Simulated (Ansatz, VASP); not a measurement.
C in VASP and in Ansatz

Contents of INCAR:

```
SYSTEM = C
PREC = Accurate
ENCUT = 520
EDIFF = 1E-6
ISMEAR = 0
SIGMA = 0.1
LREAL = .False.
LASPH = .True.
NELM = 100
ALGO = Normal
ISIF = 2
LWAVE = .False.
LCHARG = .True.
GGA = PE
LELF = .True.
LVHAR = .True.
NBANDS = 21
```

KPOINTS

```
Automatic mesh
0
Gamma
  6 8 4
  0 0 0
```

Contents of POSCAR:

```
C
1.0
    2.5475143299      0.0000000000      0.0000000000
    0.0000000000      2.4170747947      0.0000000000
   -0.0690846944      0.0000000000      6.2333880218
C
6
Direct
    0.4998013723      0.2500000000      0.5805055249
    0.9986487885      0.7500000000      0.0567157329
    0.5001986277      0.7500000000      0.4194944751
    0.0013512115      0.2500000000      0.9432842671
    0.9957318310      0.7500000000      0.2910028876
    0.0042681690      0.2500000000      0.7089971124
```

Input for Ansatz:

```yaml
crystal:
  lattice:
    - [2.5475143299, 0.0, 0.0]
    - [0.0, 2.4170747947, 0.0]
    - [-0.0690846944, 0.0, 6.2333880218]
  atoms:
    - { symbol: C, position: [0.4998013723, 0.25, 0.5805055249] }
    - { symbol: C, position: [0.9986487885, 0.75, 0.0567157329] }
    - { symbol: C, position: [0.5001986277, 0.75, 0.4194944751] }
    - { symbol: C, position: [0.0013512115, 0.25, 0.9432842671] }
    - { symbol: C, position: [0.995731831, 0.75, 0.2910028876] }
    - { symbol: C, position: [0.004268169, 0.25, 0.7089971124] }
basis:
  ecutwfc: 420
kpoints:
  mp_grid: { grid: [6, 8, 4] }
hamiltonian:
  xc: pbe
scf:
  occupations: { method: gaussian, width: 0.1 }
  lower_state_search: "off"
output:
  forces: true
  stress: true
  eigenvalues: true
```

Change from the starting cell: the structure that the rattled cell fell into.

Alike in both runs: task single point; functional PBE; k mesh 6 × 8 × 4; occupations gaussian, width 0.1 eV; no spin polarisation.

|  | VASP | Ansatz |
| --- | --- | --- |
| version | VASP 6.6.1 | Ansatz 0.2.0 |
| potentials or method | VASP PAW PBE potentials, release 64 (C), cutoff 520 eV | scalar-relativistic, plane waves, PAW |
| valence electrons in the cell | 24 | 24 |

```tsv
	VASP	Ansatz	Ansatz less VASP
gap on the k mesh at the Fermi level (eV)	none	none	-
pressure (GPa)	8.1	7.5	-0.61
traceless stress, the component that is largest in VASP (GPa)	-2.92	-2.88	+0.046
rms of the force components (eV/Å)	0.219	0.218	-0.0016
```

Atom by atom the forces differ by 0.004 eV/Å (rms over components). A gap of «none» marks a metal or a gap that the smearing closes.

The k mesh is coarse, so the values compare programs but aren't converged.
